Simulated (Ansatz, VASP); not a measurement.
# KF: VASP beside Ansatz

```
K F
1.0
     0.00000    2.63511    2.63511
     2.63511    0.00000    2.63511
     2.63511    2.63511    0.00000
K F
1 1
Direct
  0.00000 0.00000 0.00000
  0.50000 0.50000 0.50000
```

Alike in both runs: task single point; functional r2SCAN; dispersion D4; k mesh 8 × 8 × 8; occupations gaussian, width 0.05 eV; no spin polarisation.

```csv
,VASP,Ansatz
version,VASP 6.6.1,Ansatz 0.2.0
potentials or method,"VASP PAW PBE potentials, release 64 (K_sv, F), cutoff 520 eV","scalar-relativistic, plane waves, PAW"
valence electrons in the cell,16,16
```

|  | VASP | Ansatz | Ansatz less VASP |
| --- | --- | --- | --- |
| gap on the k mesh at the Fermi level (eV) | 7.06 | 7.06 | +0.001 |
| least direct gap on the mesh (eV) | 7.06 | 7.06 | +0.001 |
| pressure (GPa) | 0.8 | 0.8 | +0.02 |

VASP's potentials were made for PBE, not for r2SCAN.
